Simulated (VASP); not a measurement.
A run of VASP 6.6.1:

Contents of INCAR:

```
PREC     = Accurate       # precision mode
ENCUT    = 600            # plane-wave cutoff, eV
EDIFF    = 1E-6           # SCF threshold, eV
ISMEAR   = 0              # smearing method
SIGMA    = 0.1            # smearing width, eV
LREAL    = F              # projectors in reciprocal space
LASPH    = T              # aspherical terms in the spheres
NELM     = 60             # most SCF steps
ALGO     = Normal         # electronic algorithm
ISIF     = 3              # what is computed and relaxed
LWAVE    = F              # write WAVECAR
LCHARG   = F              # write CHGCAR
GGA      = PE             # functional
IBRION   = 2              # ionic algorithm
NSW      = 90             # ionic steps
EDIFFG   = -0.04          # ionic threshold
```

KPOINTS

```
regular mesh
0
Gamma
  4 4 4
```

POSCAR

```
Be4S
1.0
    3.8575276800      0.0000000000      0.0000000000
    0.0000000000      3.8575276800      0.0000000000
    0.0000000000      0.0000000000      3.8575276800
Be S
4 1
Direct
    0.2500000000      0.2500000000      0.2500000000
    0.7500000000      0.7500000000      0.2500000000
    0.2500000000      0.7500000000      0.7500000000
    0.7500000000      0.2500000000      0.7500000000
    0.0000000000      0.0000000000      0.0000000000
```

Potentials or basis: VASP PAW PBE potentials, release 64 (Be, S).

Command:

```bash
$ cat potpaw_PBE.64/Be/POTCAR potpaw_PBE.64/S/POTCAR > POTCAR
$ mpirun -np 1 vasp_std > vasp.out
```

Hardware: 1 thread of Intel(R) Xeon(R) Platinum 8259CL CPU @ 2.50GHz (Skylake/Cascade Lake), on a shared host.

Estimate the wall time of this run.

Run time: 58 s on 1 thread of Intel(R) Xeon(R) Platinum 8259CL CPU @ 2.50GHz (Skylake/Cascade Lake) (shared host), peak memory 0.17 GiB. Counts: scf iterations 93, k points 10, ion steps 11.
